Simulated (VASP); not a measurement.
AlN, 2 atoms in the cell. The structure is cubic, space group F-43m (No. 216). Conventional cell: a = 4.368 Å, b = 4.368 Å, c = 4.368 Å, α = 90.00°, β = 90.00°, γ = 90.00°. Al (site symmetry -43m) has 4 N at 1.89 Å within 2.5 Å. Within 2.5 Å of N (site symmetry -43m) lie 4 Al at 1.89 Å. 

| Quantity | Value |
| --- | --- |
| Program | VASP 6.6.1 |
| Task | phonons |
| Functional | PBEsol |
| Dispersion | D4 |
| Potentials or basis | VASP PAW PBE potentials, release 64 (Al, N) |
| Cutoff | 520 eV |
| k mesh | 8 × 8 × 8 |
| Occupations | methfessel-paxton, width 0.1 eV |
| Spin | no spin polarisation |
| Dipole correction | no |
| Further INCAR settings | ALGO = Normal; EDIFF = 1e-08; NBANDS = 11; IBRION = 6; POTIM = 0.015; NSW = 1 |

Potentials or basis: VASP PAW PBE potentials, release 64 (Al, N).

Launch:

```console
$ cat potpaw_PBE.64/Al/POTCAR potpaw_PBE.64/N/POTCAR > POTCAR
$ mpirun -np 1 vasp_std > vasp.out
```

Hardware: 1 thread of Intel Xeon 8259CL, with other jobs on the host.

Q: How long does it take, and how much memory?

A: Wall time 63 s on 1 thread of Intel Xeon 8259CL, with other jobs on the host, peak memory 0.16 GiB. Counts: scf iterations 41, k points 29.
